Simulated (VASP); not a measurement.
# K2Ge (P4/mmm) in VASP: further runs

Runs on K2Ge. Level: PBE. Tasks: relaxation of cell and atoms, single point.

Everything below comes from runs of VASP 6.6.1. Logs are shortened: lines on timing, memory, paths and dates and some standing lists are left out, and cuts for length are marked.

### 1 The cell of the first run

It takes space group P4/mmm (No. 123, tetragonal). Conventional cell: a = 6.121 Å, b = 6.121 Å, c = 3.319 Å, α = 90.00°, β = 90.00°, γ = 90.00°. Within 4.4 Å of K (site symmetry mmm) lie 6 K at 3.32 to 4.33 Å and 4 Ge at 3.48 Å. Within 4.4 Å of Ge (site symmetry 4/mmm) lie 2 Ge at 3.32 Å and 8 K at 3.48 Å.

The cell was built from a structure type or drawn by symmetry, and may not be a known phase.

### 2 Relaxation of cell and atoms, PBE

INCAR reads:

```
SYSTEM = K2Ge
PREC = Accurate ; ENCUT = 600
EDIFF = 1E-6 ; ISMEAR = 0
SIGMA = 0.1 ; LREAL = .FALSE.
LASPH = .TRUE. ; NELM = 100
ALGO = Normal ; ISIF = 3
LWAVE = .FALSE. ; LCHARG = .FALSE.
GGA = PE ; IBRION = 2
NSW = 90 ; EDIFFG = -0.04
```

KPOINTS reads:

```
regular mesh
0
G
  4 4 6
  0 0 0
```

POSCAR reads:

```
K2Ge
1.0
    6.1206341274      0.0000000000      0.0000000000
    0.0000000000      6.1206341274      0.0000000000
    0.0000000000      0.0000000000      3.3187623803
K Ge
2 1
Direct
    0.0000000000      0.5000000000      0.5000000000
    0.5000000000      0.0000000000      0.5000000000
    0.5000000000      0.5000000000      0.0000000000
```

Potentials or basis: VASP PAW PBE potentials, release 64 (K_sv, Ge_d).

The run is started by

```bash
$ cat potpaw_PBE.64/K_sv/POTCAR potpaw_PBE.64/Ge_d/POTCAR > POTCAR
$ mpirun -np 1 vasp_std > vasp.out
```

OUTCAR:

```text
SYSTEM = K2Ge
   PREC = Accurate
   ENCUT = 600
   EDIFF = 1E-6
   ISMEAR = 0
   LREAL = .FALSE.
   LASPH = .TRUE.
   NELM = 100
   ISIF = 3
   GGA = PE
   IBRION = 2
   NSW = 90
   EDIFFG = -0.04

 ion  position               nearest neighbor table
   1  0.000  0.500  0.500-
   2  0.500  0.000  0.500-
   3  0.500  0.500  0.000-

  LATTYP: Found a simple tetragonal cell.
 ALAT       =     6.1206341274
 C/A-ratio  =     0.5422252517

  Lattice vectors:

 A1 = (   6.1206341274,   0.0000000000,   0.0000000000)
 A2 = (   0.0000000000,   6.1206341274,   0.0000000000)
 A3 = (   0.0000000000,   0.0000000000,   3.3187623803)

Analysis of symmetry for initial positions (statically):
=====================================================================
 Subroutine PRICEL returns:
 Original cell was already a primitive cell.

 Routine SETGRP: Setting up the symmetry group for a
 simple tetragonal supercell.

 Subroutine GETGRP returns: Found 16 space group operations
 (whereof 16 operations were pure point group operations)
 out of a pool of 16 trial point group operations.

The static configuration has the point symmetry D_4h.

Analysis of symmetry for dynamics (positions and initial velocities):
=====================================================================
 Subroutine PRICEL returns:
 Original cell was already a primitive cell.

 Routine SETGRP: Setting up the symmetry group for a
 simple tetragonal supercell.

 Subroutine GETGRP returns: Found 16 space group operations
 (whereof 16 operations were pure point group operations)
 out of a pool of 16 trial point group operations.

The dynamic configuration has the point symmetry D_4h.

 Subroutine INISYM returns: Found 16 space group operations
 (whereof 16 operations are pure point group operations),
 and found     1 'primitive' translations

----------------------------------------------------------------------------------------

                                     Primitive cell

  volume of cell :     124.3280

  direct lattice vectors                    reciprocal lattice vectors
     6.120634127  0.000000000  0.000000000     0.163381764  0.000000000  0.000000000
     0.000000000  6.120634127  0.000000000     0.000000000  0.163381764  0.000000000
     0.000000000  0.000000000  3.318762380     0.000000000  0.000000000  0.301317143

  length of vectors
     6.120634127  6.120634127  3.318762380     0.163381764  0.163381764  0.301317143

  position of ions in fractional coordinates (direct lattice)
     0.000000000  0.500000000  0.500000000
     0.500000000  0.000000000  0.500000000
     0.500000000  0.500000000  0.000000000

  ion indices of the primitive-cell ions
   primitive index   ion index
                 1           1
                 2           2
                 3           3

----------------------------------------------------------------------------------------

 KPOINTS: regular mesh

Automatic generation of k-mesh.
 Grid dimensions read from file:
 generate k-points for:    4    4    6

 Generating k-lattice:

  Cartesian coordinates                     Fractional coordinates (reciprocal lattice)
     0.040845441  0.000000000  0.000000000     0.250000000  0.000000000  0.000000000
     0.000000000  0.040845441  0.000000000     0.000000000  0.250000000  0.000000000
     0.000000000  0.000000000  0.050219524     0.000000000  0.000000000  0.166666667

  Length of vectors
     0.040845441  0.040845441  0.050219524

  Shift w.r.t. Gamma in fractional coordinates (k-lattice)
     0.000000000  0.000000000  0.000000000

 Subroutine IBZKPT returns following result:
 ===========================================

 Found     24 irreducible k-points:

 Following reciprocal coordinates:
            Coordinates               Weight
  0.000000  0.000000  0.000000      1.000000
  0.250000  0.000000  0.000000      4.000000
  0.500000  0.000000  0.000000      2.000000
  0.250000  0.250000  0.000000      4.000000
  0.500000  0.250000  0.000000      4.000000
  0.500000  0.500000  0.000000      1.000000
[... 16 lines left out ...]
  0.500000  0.250000  0.500000      4.000000
  0.500000  0.500000  0.500000      1.000000
   k-points           NKPTS =     24   k-points in BZ     NKDIM =     24   number of bands    NBANDS=     20
   number of dos      NEDOS =    301   number of ions     NIONS =      3
   total plane-waves  NPLWV =  70000
   dimension x,y,z NGX =    50 NGY =   50 NGZ =   28
   dimension x,y,z NGXF=   100 NGYF=  100 NGZF=   56
   ions per type =               2   1
   NGX,Y,Z   is equivalent  to a cutoff of  13.58, 13.58, 14.03 a.u.
   NGXF,Y,Z  is equivalent  to a cutoff of  27.16, 27.16, 28.05 a.u.
 SYSTEM =  K2Ge
   PREC   = accura    normal or accurate (medium, high low for compatibility)
   ISTART =      0    job   : 0-new  1-cont  2-samecut
   ICHARG =      2    charge: 1-file 2-atom 10-const
   ISPIN  =      1    spin polarized calculation?
   LNONCOLLINEAR =      F non collinear calculations
   LSORBIT =      F    spin-orbit coupling
   LASPH  =      T    aspherical Exc in radial PAW
   ENCUT  =  600.0 eV  44.10 Ry    6.64 a.u.  12.22 12.22  6.63*2*pi/ulx,y,z
   NELM   =    100;   NELMIN=  2; NELMDL= -5     # of ELM steps
   EDIFF  = 0.1E-05   stopping-criterion for ELM
   LREAL  =      F    real-space projection
   EDIFFG = -.4E-01   stopping-criterion for IOM
   NSW    =     90    number of steps for IOM
   IBRION =      2    ionic relax: 0-MD 1-quasi-New 2-CG
   NFREE  =      1    steps in history (QN), initial steepest desc. (CG)
   ISIF   =      3    stress and relaxation
   ISYM   =      2    0-nonsym 1-usesym 2-fastsym
   POTIM  = 0.5000    time-step for ionic-motion
   TEBEG  =    0.0;   TEEND  =   0.0 temperature during run
   PSTRESS=    0.0 pullay stress
   NELECT =      32.0000    total number of electrons
   NUPDOWN=      -1.0000    fix difference up-down
   EMIN   =  10.00;   EMAX   =-10.00  energy-range for DOS
   EFERMI =   0.00;   METHOD = LEGACY
   ISMEAR =     0;   SIGMA  =   0.10  broadening in eV -4-tet -1-fermi 0-gaus
   EFERMI_NEDOS =   21; number of points for ismear=-14 and -15
   IALGO  =     38    algorithm
   IMIX   =      4    mixing-type and parameters
     AMIX     =   0.40;   BMIX     =  1.00
     AMIX_MAG =   1.60;   BMIX_MAG =  1.00
  volume/ion in A,a.u.               =      41.44       279.67
  Fermi-wavevector in a.u.,A,eV,Ry     =   1.041362  1.967889 14.754638  1.084435
  Thomas-Fermi vector in A             =   2.175980
   LORBIT       =      0    0 simple, 1 ext, 2 COOP (PROOUT), +10 PAW based schemes
   GGA     = PE    functional components
   LHFCALC =     F    Hartree Fock is set to
   AEXX    =    0.0000 exact exchange contribution
   IVDW    =     0    specifies the selected vdW correction
   LEPSILON=     F    determine dielectric tensor
   LRPA    =     F    only Hartree local field effects (RPA)
 conjugate gradient relaxation of ions
 non-spin polarized calculation
 Gauss-broadening in eV      SIGMA  =   0.10
  energy-cutoff  :      600.00
  volume of cell :      124.33
 maximum number of plane-waves:      4196
 NGX is ok and might be reduce to    50
   NGX = 25   NGY = 25   NGZ = 13

--------------------------------------- Ionic step        1  -------------------------------------------

 number of electron      32.0000011 magnetization

 Free energy of the ion-electron system (eV)
  ---------------------------------------------------
  ext. energy  EPLUGINS =         0.00000000
  ---------------------------------------------------
  free energy    TOTEN  =        -6.03402596 eV

  energy without entropy =       -6.01256120  energy(sigma->0) =       -6.02329358

------------------------ aborting loop because EDIFF is reached ----------------------------------------

  FORCE on cell =-STRESS in cart. coord.  units (eV):
  Direction    XX          YY          ZZ          XY          YZ          ZX
  --------------------------------------------------------------------------------------
  -------------------------------------------------------------------------------------
  Total        0.1113778      0.1113778      1.4584980      0.0000000     -0.0000000      0.0000000
  in kB        1.4352919      1.4352919     18.7952208      0.0000000     -0.0000000      0.0000000
  external PRESSURE =       7.2219349 kB  Pullay stress =       0.0000000 kB

 VOLUME and BASIS-vectors are now :
 -----------------------------------------------------------------------------
  energy-cutoff  :      600.00
  volume of cell :      124.33
      direct lattice vectors                 reciprocal lattice vectors
     6.120634127  0.000000000  0.000000000     0.163381764  0.000000000  0.000000000
     0.000000000  6.120634127  0.000000000     0.000000000  0.163381764  0.000000000
     0.000000000  0.000000000  3.318762380     0.000000000  0.000000000  0.301317143

 POSITION                                       TOTAL-FORCE (eV/Angst)
 -----------------------------------------------------------------------------------
      0.00000      3.06032      1.65938         0.000000      0.000000      0.000000
      3.06032      0.00000      1.65938         0.000000      0.000000      0.000000
      3.06032      3.06032      0.00000         0.000000      0.000000      0.000000
 -----------------------------------------------------------------------------------
    total drift:                                0.000000     -0.000000      0.000000

  FREE ENERGIE OF THE ION-ELECTRON SYSTEM (eV)
  ---------------------------------------------------
  free  energy   TOTEN  =        -6.0340259623 eV
[... 91 lines left out ...]
 VOLUME and BASIS-vectors are now :
 -----------------------------------------------------------------------------
  energy-cutoff  :      600.00
  volume of cell :      134.36
      direct lattice vectors                 reciprocal lattice vectors
     6.153038097  0.000000000  0.000000000     0.162521341 -0.000000000 -0.000000000
     0.000000000  6.153038097 -0.000000000     0.000000000  0.162521341  0.000000000
     0.000000000 -0.000000000  3.548845706     0.000000000  0.000000000  0.281781763

 POSITION                                       TOTAL-FORCE (eV/Angst)
 -----------------------------------------------------------------------------------
      0.00000      3.07652      1.77442        -0.000000      0.000000      0.000000
      3.07652     -0.00000      1.77442        -0.000000      0.000000      0.000000
      3.07652      3.07652     -0.00000         0.000000     -0.000000      0.000000
 -----------------------------------------------------------------------------------
    total drift:                                0.000000     -0.000000      0.000000

  FREE ENERGIE OF THE ION-ELECTRON SYSTEM (eV)
  ---------------------------------------------------
  free  energy   TOTEN  =        -6.0811561347 eV

  energy  without entropy=       -6.0613736306  energy(sigma->0) =       -6.07126488

--------------------------------------- Ionic step        5  -------------------------------------------

 number of electron      32.0000008 magnetization

 Free energy of the ion-electron system (eV)
  ---------------------------------------------------
  ext. energy  EPLUGINS =         0.00000000
  ---------------------------------------------------
  free energy    TOTEN  =        -6.08322530 eV

  energy without entropy =       -6.06353839  energy(sigma->0) =       -6.07338185

 E-fermi :   0.5925     XC(G=0):  -6.9127

 val. band max:        0.5780467038   @ k =   0.0000   0.0000   0.3333
 cond. band min:       0.6202520355   @ k =   0.5000   0.2500   0.3333
 fundamental gap:      0.0422053317
 Fermi energy:         0.5925323701

 k-point     1 :       0.0000    0.0000    0.0000
  band No.  band energies     occupation
      1     -30.5991      2.00000
      2     -30.5905      2.00000
      3     -23.2543      2.00000
      4     -23.2421      2.00000
      5     -23.2421      2.00000
      6     -23.2312      2.00000
[... 12 lines left out ...]
     19       3.6273      0.00000
     20       4.2647      0.00000

 k-point     2 :       0.2500    0.0000    0.0000
  band No.  band energies     occupation
      1     -30.5978      2.00000
      2     -30.5918      2.00000
      3     -23.2543      2.00000
      4     -23.2421      2.00000
      5     -23.2421      2.00000
      6     -23.2313      2.00000
[... 531 lines left out ...]
 VOLUME and BASIS-vectors are now :
 -----------------------------------------------------------------------------
  energy-cutoff  :      600.00
  volume of cell :      133.27
      direct lattice vectors                 reciprocal lattice vectors
     6.119773962  0.000000000  0.000000000     0.163404728 -0.000000000 -0.000000000
     0.000000000  6.119773962 -0.000000000    -0.000000000  0.163404728  0.000000000
     0.000000000 -0.000000000  3.558557313    -0.000000000  0.000000000  0.281012757

 POSITION                                       TOTAL-FORCE (eV/Angst)
 -----------------------------------------------------------------------------------
      6.11977      3.05989      1.77928         0.000000     -0.000000      0.000000
      3.05989     -0.00000      1.77928        -0.000000      0.000000      0.000000
      3.05989      3.05989      3.55856        -0.000000     -0.000000      0.000000
 -----------------------------------------------------------------------------------
    total drift:                                0.000000     -0.000000     -0.000000

  FREE ENERGIE OF THE ION-ELECTRON SYSTEM (eV)
  ---------------------------------------------------
  free  energy   TOTEN  =        -6.0832253023 eV

  energy  without entropy=       -6.0635383943  energy(sigma->0) =       -6.07338185

 reached required accuracy - stopping structural energy minimisation
```

It took 3.9 min on 1 thread of Intel Xeon Platinum 8488C (Sapphire Rapids), shared host; peak memory 0.3 GiB.

Results:

| Quantity | Value |
| --- | --- |
| Free energy | -6.0832 eV |
| Relaxed volume | 44.42 Å³/atom |
| Relaxed cell | a = 6.120 Å, b = 6.120 Å, c = 3.559 Å, α = 90.00°, β = 90.00°, γ = 90.00° |
| Space group after relaxing (to 0.1 Å) | P4/mmm (No. 123) |
| Energy gained by relaxing | 16.4 meV/atom |
| Ionic steps | 5 |
| Pressure after relaxing | -0.1 GPa |
| Band gap on the k mesh | zero (bands 16 and 17 overlap by 0.84 eV) |

Stress tensor (GPa, compression positive):
```
-0.14  0.00  0.00
 0.00 -0.14  0.00
 0.00  0.00  0.04
```

The path:
```csv
step,energy change (eV),largest force (eV/Å),pressure (GPa),volume (Å³)
1,0.0000,0.0000,0.72,124.33
2,-0.0275,0.0000,0.37,127.70
3,-0.0467,0.0000,-0.10,133.35
4,-0.0471,0.0000,-0.18,134.36
5,-0.0492,0.0000,-0.08,133.27
```

Final structure:
```
K Ge
1.0
     6.11977    0.00000    0.00000
     0.00000    6.11977    0.00000
     0.00000    0.00000    3.55856
K Ge
2 1
Direct
  0.00000 0.50000 0.50000
  0.50000 0.00000 0.50000
  0.50000 0.50000 0.00000
```

### 3 Single point, PBE

This run uses another cell than the first one, of 43.65 Å³/atom.

INCAR reads:

```
SYSTEM = K2Ge
PREC = Accurate ; ENCUT = 520
EDIFF = 1E-7 ; ISMEAR = 0
SIGMA = 0.1 ; LREAL = .FALSE.
LASPH = .TRUE. ; NELM = 80
ALGO = Fast ; ISIF = 2
LWAVE = .FALSE. ; LCHARG = .FALSE.
GGA = PE ; NBANDS = 23
```

KPOINTS reads:

```
regular mesh
0
G
  8 8 14
  0 0 0
```

POSCAR reads:

```
K2Ge
1.0
    6.1092790704      0.0000000000      0.0000000000
    0.0000000000      6.1092790704      0.0000000000
    0.0000000000      0.0000000000      3.5088243851
K Ge
2 1
Direct
    0.0000000000      0.5000000000      0.5000000000
    0.5000000000      0.0000000000      0.5000000000
    0.5000000000      0.5000000000      0.0000000000
```

Potentials or basis: VASP PAW PBE potentials, release 64 (K_sv, Ge_d).

The run is started by

```bash
$ cat potpaw_PBE.64/K_sv/POTCAR potpaw_PBE.64/Ge_d/POTCAR > POTCAR
$ mpirun -np 1 vasp_std > vasp.out
```

Run time: 14 min. Hardware: 1 thread of Intel Xeon Platinum 8488C (Sapphire Rapids), shared host; peak memory 0.49 GiB.

The run converged. Its results:

| Quantity | Value |
| --- | --- |
| Free energy | -6.0680 eV |
| Pressure | 0.0 GPa |
| Band gap on the k mesh | zero (bands 16 and 17 overlap by 0.90 eV) |

Levels at points of the mesh, in eV from the Fermi level:
```csv
k point,band 12,band 13,band 14,band 15,band 16,band 17,band 18,band 19,band 20,band 21
"(0.00, 0.00, 0.00)",-14.59,-14.58,-7.80,-0.47,-0.47,-0.41,2.44,2.90,3.60,3.84
"(0.50, 0.00, 0.00)",-14.58,-14.58,-7.66,-1.74,-0.48,1.33,1.53,2.57,3.65,3.93
"(0.50, 0.50, 0.00)",-14.58,-14.58,-7.52,-1.54,-1.54,0.56,3.31,3.31,3.47,4.21
"(0.00, 0.00, 0.50)",-14.60,-14.60,-6.42,-1.86,0.02,0.02,2.56,2.79,4.19,4.19
"(0.50, 0.00, 0.50)",-14.61,-14.61,-6.47,-1.59,0.15,0.18,2.49,3.37,3.38,4.28
"(0.50, 0.50, 0.50)",-14.66,-14.57,-6.53,-1.32,0.49,0.49,1.70,3.01,3.01,3.78
```
